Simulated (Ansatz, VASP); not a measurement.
Al2O3 in VASP and in Ansatz

POSCAR

```
Al2O3
1.0
    2.8967832423      0.0000000000      0.0000000000
   -1.4483916211      2.5086878770      0.0000000000
    0.0000000000      0.0000000000      7.2716505621
Al O
2 3
Direct
    0.0000000000      0.0000000000      0.2779510000
    0.0000000000      0.0000000000      0.7220490000
    0.3333333333      0.6666666667      0.1994540000
    0.6666666667      0.3333333333      0.8005460000
    0.0000000000      0.0000000000      0.5000000000
```

Contents of INCAR.step1:

```
SYSTEM = Al2O3
  PREC = Accurate
  ENCUT = 520
  ISMEAR = 0
  SIGMA = 0.05
  LREAL = .False.
  LASPH = .True.
  NELM = 60
  NBANDS = 20
  GGA = PE
  ALGO = Normal
  EDIFF = 1E-4
  LWAVE = .True.
  LCHARG = .False.
```

Contents of INCAR.step2:

```
SYSTEM = Al2O3
  PREC = Accurate
  ENCUT = 520
  EDIFF = 1E-6
  ISMEAR = 0
  SIGMA = 0.05
  LREAL = .False.
  LASPH = .True.
  NELM = 60
  ALGO = Normal
  ISIF = 2
  LWAVE = .False.
  LCHARG = .False.
  METAGGA = R2SCAN
  LMIXTAU = .True.
  NBANDS = 20
  ISTART = 1
```

File KPOINTS:

```
Automatic mesh
0
Gamma
  12 12 4
  0 0 0
```

Input for Ansatz:

```yaml
crystal:
  lattice:
    - [2.8967832423, 0.0, 0.0]
    - [-1.4483916211, 2.508687877, 0.0]
    - [0.0, 0.0, 7.2716505621]
  atoms:
    - { symbol: Al, position: [0.0, 0.0, 0.277951] }
    - { symbol: Al, position: [0.0, 0.0, 0.722049] }
    - { symbol: O, position: [0.3333333333, 0.6666666667, 0.199454] }
    - { symbol: O, position: [0.6666666667, 0.3333333333, 0.800546] }
    - { symbol: O, position: [0.0, 0.0, 0.5] }
basis:
  ecutwfc: 500
kpoints:
  mp_grid: { grid: [12, 12, 4] }
hamiltonian:
  xc: r2scan
scf:
  occupations: { method: gaussian, width: 0.05 }
output:
  forces: true
  stress: true
  eigenvalues: true
```

Change from the starting cell: strain -0.040 along x and y, -0.040 along z, atoms carried along.

Alike in both runs: task single point; functional r2SCAN; k mesh 12 × 12 × 4; occupations gaussian, width 0.05 eV; no spin polarisation.

```csv
,VASP,Ansatz
version,VASP 6.6.1,Ansatz 0.2.0
potentials or method,"VASP PAW PBE potentials, release 64 (Al, O), cutoff 520 eV","scalar-relativistic, plane waves, PAW"
valence electrons in the cell,24,24
```

Ansatz gave:

* gap on the k mesh at the Fermi level (eV): 3.89
* least direct gap on the mesh (eV): 3.89
* pressure (GPa): 19.1
* traceless stress, the component that is largest in VASP (GPa): 3.47
* rms of the force components (eV/Å): 0.500

Problem. Estimate VASP's values.

Solution. gap on the k mesh at the Fermi level (eV): 3.89; least direct gap on the mesh (eV): 3.89; pressure (GPa): 19.4; traceless stress, the component that is largest in VASP (GPa): 4.07; rms of the force components (eV/Å): 0.539.

VASP's potentials were made for PBE, not for r2SCAN. Atom by atom the forces differ by 0.049 eV/Å (rms over components). The functional is the same, so the differences come from potentials, cutoffs and numerics.
